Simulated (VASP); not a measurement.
A run of VASP 6.6.1:

The input INCAR:

```
SYSTEM = Mg3Sb2
  PREC = Accurate
  ENCUT = 600
  EDIFF = 1E-6
  ISMEAR = -1
  SIGMA = 0.02
  LREAL = .FALSE.
  LASPH = .TRUE.
  NELM = 120
  ALGO = Normal
  ISIF = 2
  LWAVE = .FALSE.
  LCHARG = .FALSE.
  GGA = PE
  NBANDS = 16
  GGA_COMPAT = .FALSE.
```

Contents of KPOINTS:

```
regular mesh
0
G
  6 6 4
  0 0 0
```

Contents of POSCAR:

```
Mg3Sb2
1.0
    4.5981739697      0.0000000000      0.0000000000
   -2.2990869848      3.9821354688      0.0000000000
    0.0000000000      0.0000000000      7.2632888453
Mg Sb
3 2
Direct
    0.3333333333      0.6666666667      0.6325117462
    0.6666666667      0.3333333333      0.3674882538
    0.0000000000      0.0000000000      0.0000000000
    0.3333333333      0.6666666667      0.2257132228
    0.6666666667      0.3333333333      0.7742867772
```

Potentials or basis: VASP PAW PBE potentials, release 64 (Mg, Sb).

Run with:

```console
$ cat potpaw_PBE.64/Mg/POTCAR potpaw_PBE.64/Sb/POTCAR > POTCAR
$ mpirun -np 1 vasp_std > vasp.out
```

Hardware: 1 thread of Intel Xeon 8259CL, with other jobs on the host.

Question: How long does it take, and how much memory?

Answer: It took 100 s on 1 thread of Intel Xeon 8259CL, on a shared host, peak memory 0.31 GiB. Counts: scf iterations 12, k points 24.
